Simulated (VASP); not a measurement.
# K2S (Fm-3m) in VASP: a series of runs

The runs below take K2S through single point, with PBE.

All numbers are computed with VASP 6.6.1; they aren't measurements. Logs are shortened: lines on timing, memory, paths and dates and some standing lists are left out, and cuts for length are marked.

### Step 1. The cell of the first run

Symmetry: Fm-3m, No. 225, cubic system. Conventional cell: a = 7.405 Å, b = 7.405 Å, c = 7.405 Å, α = 90.00°, β = 90.00°, γ = 90.00°. Within 4.2 Å of K (site symmetry -43m) lie 4 S at 3.21 Å and 6 K at 3.70 Å. Within 4.2 Å of S (site symmetry m-3m) lie 8 K at 3.21 Å.

### Step 2. Single point, PBE

INCAR reads:

```
ALGO     = Normal         # electronic algorithm
EDIFF    = 1E-6           # SCF threshold, eV
ENCUT    = 500            # plane-wave cutoff, eV
GGA      = PE             # functional
GGA_COMPAT= F            
ISIF     = 2              # what is computed and relaxed
ISMEAR   = 0              # smearing method
LASPH    = T              # aspherical terms in the spheres
LCHARG   = T              # write CHGCAR
LELF     = T              # ELF
LREAL    = F              # projectors in reciprocal space
LVHAR    = T            
LWAVE    = F              # write WAVECAR
NBANDS   = 19             # bands
NELM     = 120            # most SCF steps
PREC     = Accurate       # precision mode
SIGMA    = 0.01           # smearing width, eV
```

KPOINTS reads:

```
k-points
0
Gamma
  4 4 4
```

POSCAR reads:

```
K2S
1.0
    0.0000000000      3.7027051400      3.7027051400
    3.7027051400      0.0000000000      3.7027051400
    3.7027051400      3.7027051400      0.0000000000
K S
2 1
Direct
    0.7500000000      0.7500000000      0.7500000000
    0.2500000000      0.2500000000      0.2500000000
    0.0000000000      0.0000000000      0.0000000000
```

Potentials or basis: VASP PAW PBE potentials, release 64 (K_sv, S).

Command:

```
cat potpaw_PBE.64/K_sv/POTCAR potpaw_PBE.64/S/POTCAR > POTCAR
mpirun -np 1 vasp_std > vasp.out
```

OUTCAR:

```text
EDIFF = 1E-6
   ENCUT = 500
   GGA = PE
   ISIF = 2
   ISMEAR = 0
   LASPH = T
   LREAL = F
   NELM = 120
   PREC = Accurate

 ion  position               nearest neighbor table
   1  0.750  0.750  0.750-   3 3.21   3 3.21   3 3.21   3 3.21   2 3.70   2 3.70   2 3.70   2 3.70
                             2 3.70   2 3.70
   2  0.250  0.250  0.250-   3 3.21   3 3.21   3 3.21   3 3.21   1 3.70   1 3.70   1 3.70   1 3.70
                             1 3.70   1 3.70
   3  0.000  0.000  0.000-   1 3.21   2 3.21   1 3.21   1 3.21   1 3.21   2 3.21   2 3.21   2 3.21

  LATTYP: Found a face centered cubic cell.
 ALAT       =     7.4054102800

  Lattice vectors:

 A1 = (   0.0000000000,   3.7027051400,   3.7027051400)
 A2 = (   3.7027051400,   0.0000000000,   3.7027051400)
 A3 = (   3.7027051400,   3.7027051400,   0.0000000000)

Analysis of symmetry for initial positions (statically):
=====================================================================
 Subroutine PRICEL returns:
 Original cell was already a primitive cell.

 Routine SETGRP: Setting up the symmetry group for a
 face centered cubic supercell.

 Subroutine GETGRP returns: Found 48 space group operations
 (whereof 48 operations were pure point group operations)
 out of a pool of 48 trial point group operations.

The static configuration has the point symmetry O_h .

Analysis of symmetry for dynamics (positions and initial velocities):
=====================================================================
 Subroutine PRICEL returns:
 Original cell was already a primitive cell.

 Routine SETGRP: Setting up the symmetry group for a
 face centered cubic supercell.

 Subroutine GETGRP returns: Found 48 space group operations
 (whereof 48 operations were pure point group operations)
 out of a pool of 48 trial point group operations.

The dynamic configuration has the point symmetry O_h .

 Subroutine INISYM returns: Found 48 space group operations
 (whereof 48 operations are pure point group operations),
 and found     1 'primitive' translations

----------------------------------------------------------------------------------------

                                     Primitive cell

  volume of cell :     101.5284

  direct lattice vectors                    reciprocal lattice vectors
     0.000000000  3.702705140  3.702705140    -0.135036407  0.135036407  0.135036407
     3.702705140  0.000000000  3.702705140     0.135036407 -0.135036407  0.135036407
     3.702705140  3.702705140  0.000000000     0.135036407  0.135036407 -0.135036407

  length of vectors
     5.236415826  5.236415826  5.236415826     0.233889919  0.233889919  0.233889919

  position of ions in fractional coordinates (direct lattice)
     0.750000000  0.750000000  0.750000000
     0.250000000  0.250000000  0.250000000
     0.000000000  0.000000000  0.000000000

  ion indices of the primitive-cell ions
   primitive index   ion index
                 1           1
                 2           2
                 3           3

----------------------------------------------------------------------------------------

 KPOINTS: k-points

Automatic generation of k-mesh.
 Grid dimensions read from file:
 generate k-points for:    4    4    4

 Generating k-lattice:

  Cartesian coordinates                     Fractional coordinates (reciprocal lattice)
    -0.033759102  0.033759102  0.033759102     0.250000000  0.000000000  0.000000000
     0.033759102 -0.033759102  0.033759102     0.000000000  0.250000000  0.000000000
     0.033759102  0.033759102 -0.033759102     0.000000000  0.000000000  0.250000000

  Length of vectors
     0.058472480  0.058472480  0.058472480

  Shift w.r.t. Gamma in fractional coordinates (k-lattice)
     0.000000000  0.000000000  0.000000000

 Subroutine IBZKPT returns following result:
 ===========================================

 Found      8 irreducible k-points:

 Following reciprocal coordinates:
            Coordinates               Weight
  0.000000  0.000000  0.000000      1.000000
  0.250000  0.000000  0.000000      8.000000
  0.500000  0.000000  0.000000      4.000000
  0.250000  0.250000  0.000000      6.000000
  0.500000  0.250000  0.000000     24.000000
 -0.250000  0.250000  0.000000     12.000000
  0.500000  0.500000  0.000000      3.000000
 -0.250000  0.500000  0.250000      6.000000
   k-points           NKPTS =      8   k-points in BZ     NKDIM =      8   number of bands    NBANDS=     19
   number of dos      NEDOS =    301   number of ions     NIONS =      3
   total plane-waves  NPLWV =  64000
   dimension x,y,z NGX =    40 NGY =   40 NGZ =   40
   dimension x,y,z NGXF=    80 NGYF=   80 NGZF=   80
   ions per type =               2   1
   NGX,Y,Z   is equivalent  to a cutoff of  12.70, 12.70, 12.70 a.u.
   NGXF,Y,Z  is equivalent  to a cutoff of  25.40, 25.40, 25.40 a.u.
 SYSTEM =  unknown system
   PREC   = accura    normal or accurate (medium, high low for compatibility)
   ISTART =      0    job   : 0-new  1-cont  2-samecut
   ICHARG =      2    charge: 1-file 2-atom 10-const
   ISPIN  =      1    spin polarized calculation?
   LNONCOLLINEAR =      F non collinear calculations
   LSORBIT =      F    spin-orbit coupling
   LASPH  =      T    aspherical Exc in radial PAW
   ENCUT  =  500.0 eV  36.75 Ry    6.06 a.u.   9.55  9.55  9.55*2*pi/ulx,y,z
   NELM   =    120;   NELMIN=  2; NELMDL= -5     # of ELM steps
   EDIFF  = 0.1E-05   stopping-criterion for ELM
   LREAL  =      F    real-space projection
   EDIFFG = 0.1E-04   stopping-criterion for IOM
   NSW    =      0    number of steps for IOM
   IBRION =     -1    ionic relax: 0-MD 1-quasi-New 2-CG
   NFREE  =      0    steps in history (QN), initial steepest desc. (CG)
   ISIF   =      2    stress and relaxation
   ISYM   =      2    0-nonsym 1-usesym 2-fastsym
   POTIM  = 0.5000    time-step for ionic-motion
   TEBEG  =    0.0;   TEEND  =   0.0 temperature during run
   PSTRESS=    0.0 pullay stress
   NELECT =      24.0000    total number of electrons
   NUPDOWN=      -1.0000    fix difference up-down
   EMIN   =  10.00;   EMAX   =-10.00  energy-range for DOS
   EFERMI =   0.00;   METHOD = LEGACY
   ISMEAR =     0;   SIGMA  =   0.01  broadening in eV -4-tet -1-fermi 0-gaus
   EFERMI_NEDOS =   21; number of points for ismear=-14 and -15
   IALGO  =     38    algorithm
   IMIX   =      4    mixing-type and parameters
     AMIX     =   0.40;   BMIX     =  1.00
     AMIX_MAG =   1.60;   BMIX_MAG =  1.00
  volume/ion in A,a.u.               =      33.84       228.38
  Fermi-wavevector in a.u.,A,eV,Ry     =   1.012238  1.912853 13.940889  1.024626
  Thomas-Fermi vector in A             =   2.145336
   LORBIT       =      0    0 simple, 1 ext, 2 COOP (PROOUT), +10 PAW based schemes
   GGA     = PE    functional components
   LHFCALC =     F    Hartree Fock is set to
   AEXX    =    0.0000 exact exchange contribution
   IVDW    =     0    specifies the selected vdW correction
   LEPSILON=     F    determine dielectric tensor
   LRPA    =     F    only Hartree local field effects (RPA)
 non-spin polarized calculation
 Gauss-broadening in eV      SIGMA  =   0.01
  energy-cutoff  :      500.00
  volume of cell :      101.53
 maximum number of plane-waves:      2637
 NGX is ok and might be reduce to    40
   NGX = 19   NGY = 19   NGZ = 19

 number of electron      23.9999996 magnetization

 Free energy of the ion-electron system (eV)
  ---------------------------------------------------
  ext. energy  EPLUGINS =         0.00000000
  ---------------------------------------------------
  free energy    TOTEN  =        -9.41634870 eV

  energy without entropy =       -9.41634870  energy(sigma->0) =       -9.41634870

 E-fermi :  -0.2367     XC(G=0):  -7.3363

 val. band max:       -0.3476358441   @ k =   0.5000   0.5000   0.0000
 cond. band min:       2.0316813297   @ k =   0.0000   0.0000   0.0000
 fundamental gap:      2.3793171738
 Fermi energy:        -0.2367138408

 k-point     1 :       0.0000    0.0000    0.0000
  band No.  band energies     occupation
      1     -29.5683      2.00000
      2     -29.4861      2.00000
      3     -13.1621      2.00000
      4     -13.1621      2.00000
      5     -13.1621      2.00000
      6     -12.9248      2.00000
[... 11 lines left out ...]
     18       7.1239      0.00000
     19       8.0564      0.00000

 k-point     2 :       0.2500    0.0000    0.0000
  band No.  band energies     occupation
      1     -29.5557      2.00000
      2     -29.4977      2.00000
      3     -13.1513      2.00000
      4     -13.1315      2.00000
      5     -13.1315      2.00000
      6     -13.0067      2.00000
[... 11 lines left out ...]
     18       7.3396      0.00000
     19       7.3396      0.00000

 k-point     3 :       0.5000    0.0000    0.0000
  band No.  band energies     occupation
      1     -29.5263      2.00000
      2     -29.5262      2.00000
      3     -13.1521      2.00000
      4     -13.0709      2.00000
      5     -13.0564      2.00000
      6     -13.0564      2.00000
[... 11 lines left out ...]
     18       7.2549      0.00000
     19       7.3981      0.00000

 k-point     4 :       0.2500    0.2500    0.0000
  band No.  band energies     occupation
      1     -29.5539      2.00000
      2     -29.4992      2.00000
      3     -13.1930      2.00000
      4     -13.1930      2.00000
      5     -13.1550      2.00000
      6     -13.0121      2.00000
[... 11 lines left out ...]
     18       7.0784      0.00000
     19       7.2947      0.00000

 k-point     5 :       0.5000    0.2500    0.0000
  band No.  band energies     occupation
      1     -29.5356      2.00000
      2     -29.5163      2.00000
      3     -13.2850      2.00000
      4     -13.1844      2.00000
      5     -13.1723      2.00000
      6     -12.9465      2.00000
[... 11 lines left out ...]
     18       7.0408      0.00000
     19       7.7247      0.00000

 k-point     6 :      -0.2500    0.2500    0.0000
  band No.  band energies     occupation
      1     -29.5399      2.00000
      2     -29.5125      2.00000
      3     -13.2560      2.00000
      4     -13.1266      2.00000
      5     -13.0760      2.00000
      6     -13.0447      2.00000
[... 11 lines left out ...]
     18       6.8739      0.00000
     19       7.6842      0.00000

 k-point     7 :       0.5000    0.5000    0.0000
  band No.  band energies     occupation
      1     -29.5394      2.00000
      2     -29.5121      2.00000
      3     -13.3645      2.00000
      4     -13.2234      2.00000
      5     -13.2234      2.00000
      6     -12.8880      2.00000
[... 11 lines left out ...]
     18       7.2488      0.00000
     19       7.4116      0.00000

 k-point     8 :      -0.2500    0.5000    0.2500
  band No.  band energies     occupation
      1     -29.5258      2.00000
      2     -29.5258      2.00000
      3     -13.3392      2.00000
      4     -13.2503      2.00000
      5     -13.0592      2.00000
      6     -13.0592      2.00000
[... 11 lines left out ...]
     18       6.9453      0.00000
     19       7.4891      0.00000

------------------------ aborting loop because EDIFF is reached ----------------------------------------

  FORCE on cell =-STRESS in cart. coord.  units (eV):
  Direction    XX          YY          ZZ          XY          YZ          ZX
  --------------------------------------------------------------------------------------
  -------------------------------------------------------------------------------------
  Total        0.3033506      0.3033506      0.3033506      0.0000000      0.0000000     -0.0000000
  in kB        4.7870505      4.7870505      4.7870505      0.0000000      0.0000000     -0.0000000
  external PRESSURE =       4.7870505 kB  Pullay stress =       0.0000000 kB

 VOLUME and BASIS-vectors are now :
 -----------------------------------------------------------------------------
  energy-cutoff  :      500.00
  volume of cell :      101.53
      direct lattice vectors                 reciprocal lattice vectors
     0.000000000  3.702705140  3.702705140    -0.135036407  0.135036407  0.135036407
     3.702705140  0.000000000  3.702705140     0.135036407 -0.135036407  0.135036407
     3.702705140  3.702705140  0.000000000     0.135036407  0.135036407 -0.135036407

 POSITION                                       TOTAL-FORCE (eV/Angst)
 -----------------------------------------------------------------------------------
      5.55406      5.55406      5.55406        -0.000000     -0.000000     -0.000000
      1.85135      1.85135      1.85135         0.000000     -0.000000      0.000000
      0.00000      0.00000      0.00000        -0.000000      0.000000     -0.000000
 -----------------------------------------------------------------------------------
    total drift:                               -0.000000     -0.000000      0.000000

  FREE ENERGIE OF THE ION-ELECTRON SYSTEM (eV)
  ---------------------------------------------------
  free  energy   TOTEN  =        -9.4163486967 eV

  energy  without entropy=       -9.4163486967  energy(sigma->0) =       -9.41634870
```

It took 11 s on 1 thread of Intel Xeon 6975P-C (Granite Rapids), shared host; peak memory 0.23 GiB.

What came out:

```yaml
Free_energy: -9.4163 eV
Pressure: 0.5 GPa
Band_gap_on_the_k_mesh: 2.38 eV (least direct gap 2.57 eV)
```

A k mesh can miss the band edges.

### Step 3. Single point, PBE

INCAR reads:

```
SYSTEM = K2S
PREC = Accurate ; ENCUT = 500
EDIFF = 1E-6 ; ISMEAR = 0
SIGMA = 0.01 ; LREAL = .False.
LASPH = .True. ; NELM = 120
ALGO = Normal ; ISIF = 2
LWAVE = .False. ; LCHARG = .True.
GGA = PE ; LELF = .True.
LVHAR = .True. ; NBANDS = 19
GGA_COMPAT = .False.
```

KPOINTS reads:

```
regular mesh
0
Gamma
  4 4 4
  0 0 0
```

POSCAR is that of step 2.

Potentials or basis: VASP PAW PBE potentials, release 64 (K_sv, S).

Command:

```
cat potpaw_PBE.64/K_sv/POTCAR potpaw_PBE.64/S/POTCAR > POTCAR
mpirun -np 1 vasp_std > vasp.out
```

OUTCAR:

```text
SYSTEM = K2S
   PREC = Accurate
   ENCUT = 500
   EDIFF = 1E-6
   ISMEAR = 0
   LREAL = .False.
   LASPH = .True.
   NELM = 120
   ISIF = 2
   GGA = PE

 ion  position               nearest neighbor table
   1  0.750  0.750  0.750-   3 3.21   3 3.21   3 3.21   3 3.21   2 3.70   2 3.70   2 3.70   2 3.70
                             2 3.70   2 3.70
   2  0.250  0.250  0.250-   3 3.21   3 3.21   3 3.21   3 3.21   1 3.70   1 3.70   1 3.70   1 3.70
                             1 3.70   1 3.70
   3  0.000  0.000  0.000-   1 3.21   2 3.21   1 3.21   1 3.21   1 3.21   2 3.21   2 3.21   2 3.21

  LATTYP: Found a face centered cubic cell.
 ALAT       =     7.4054102800

  Lattice vectors:

 A1 = (   0.0000000000,   3.7027051400,   3.7027051400)
 A2 = (   3.7027051400,   0.0000000000,   3.7027051400)
 A3 = (   3.7027051400,   3.7027051400,   0.0000000000)

Analysis of symmetry for initial positions (statically):
=====================================================================
 Subroutine PRICEL returns:
 Original cell was already a primitive cell.

 Routine SETGRP: Setting up the symmetry group for a
 face centered cubic supercell.

[... 149 lines left out ...]

  energy without entropy =       -9.41634870  energy(sigma->0) =       -9.41634870

 E-fermi :  -0.2367     XC(G=0):  -7.3363

 val. band max:       -0.3476358441   @ k =   0.5000   0.5000   0.0000
 cond. band min:       2.0316813297   @ k =   0.0000   0.0000   0.0000
 fundamental gap:      2.3793171738
 Fermi energy:        -0.2367138408

 k-point     1 :       0.0000    0.0000    0.0000
  band No.  band energies     occupation
      1     -29.5683      2.00000
      2     -29.4861      2.00000
      3     -13.1621      2.00000
      4     -13.1621      2.00000
      5     -13.1621      2.00000
      6     -12.9248      2.00000
[... 153 lines left out ...]
      6     -13.0592      2.00000
[... 11 lines left out ...]
     18       6.9453      0.00000
     19       7.4891      0.00000

------------------------ aborting loop because EDIFF is reached ----------------------------------------

  FORCE on cell =-STRESS in cart. coord.  units (eV):
  Direction    XX          YY          ZZ          XY          YZ          ZX
  --------------------------------------------------------------------------------------
  -------------------------------------------------------------------------------------
  Total        0.3033506      0.3033506      0.3033506      0.0000000      0.0000000     -0.0000000
  in kB        4.7870505      4.7870505      4.7870505      0.0000000      0.0000000     -0.0000000
  external PRESSURE =       4.7870505 kB  Pullay stress =       0.0000000 kB

 VOLUME and BASIS-vectors are now :
 -----------------------------------------------------------------------------
  energy-cutoff  :      500.00
  volume of cell :      101.53
      direct lattice vectors                 reciprocal lattice vectors
     0.000000000  3.702705140  3.702705140    -0.135036407  0.135036407  0.135036407
     3.702705140  0.000000000  3.702705140     0.135036407 -0.135036407  0.135036407
     3.702705140  3.702705140  0.000000000     0.135036407  0.135036407 -0.135036407

 POSITION                                       TOTAL-FORCE (eV/Angst)
 -----------------------------------------------------------------------------------
      5.55406      5.55406      5.55406        -0.000000     -0.000000     -0.000000
      1.85135      1.85135      1.85135         0.000000     -0.000000      0.000000
      0.00000      0.00000      0.00000        -0.000000      0.000000     -0.000000
 -----------------------------------------------------------------------------------
    total drift:                               -0.000000     -0.000000      0.000000

  FREE ENERGIE OF THE ION-ELECTRON SYSTEM (eV)
  ---------------------------------------------------
  free  energy   TOTEN  =        -9.4163486967 eV

  energy  without entropy=       -9.4163486967  energy(sigma->0) =       -9.41634870
```

OSZICAR:

```text
N       E                     dE             d eps       ncg     rms          rms(c)
DAV:   1     0.158546552843E+03    0.15855E+03   -0.10701E+04   304   0.106E+03
DAV:   2     0.213244052986E+01   -0.15641E+03   -0.15280E+03   342   0.299E+02
DAV:   3    -0.105529239145E+02   -0.12685E+02   -0.12638E+02   541   0.693E+01
DAV:   4    -0.108505156773E+02   -0.29759E+00   -0.29744E+00   437   0.995E+00
DAV:   5    -0.108603276979E+02   -0.98120E-02   -0.98115E-02   485   0.126E+00    0.528E+00
DAV:   6    -0.948152813596E+01    0.13788E+01   -0.37294E+00   412   0.730E+00    0.479E+00
DAV:   7    -0.939904534515E+01    0.82483E-01   -0.98198E-01   405   0.316E+00    0.351E+00
DAV:   8    -0.942709685066E+01   -0.28052E-01   -0.27364E-01   337   0.201E+00    0.107E+00
DAV:   9    -0.941053962752E+01    0.16557E-01   -0.90983E-02   346   0.871E-01    0.582E-01
DAV:  10    -0.941650857378E+01   -0.59689E-02   -0.10477E-02   334   0.388E-01    0.157E-01
DAV:  11    -0.941605199400E+01    0.45658E-03   -0.53504E-03   354   0.226E-01    0.115E-01
DAV:  12    -0.941637253106E+01   -0.32054E-03   -0.20618E-03   328   0.132E-01    0.108E-01
DAV:  13    -0.941634620401E+01    0.26327E-04   -0.85785E-04   359   0.908E-02    0.221E-02
DAV:  14    -0.941634854725E+01   -0.23432E-05   -0.27876E-05   344   0.255E-02    0.116E-02
DAV:  15    -0.941634869670E+01   -0.14945E-06   -0.56442E-06   287   0.719E-03
   1 F= -.94163487E+01 E0= -.94163487E+01  d E =-.194579E-56
```

Run time: 11 s. Hardware: 1 thread of Intel Xeon 6975P-C (Granite Rapids), shared host; peak memory 0.23 GiB.

What came out:

| Quantity | Value |
| --- | --- |
| Free energy | -9.4163 eV |
| Pressure | 0.5 GPa |
| Band gap on the k mesh | 2.38 eV (least direct gap 2.57 eV) |
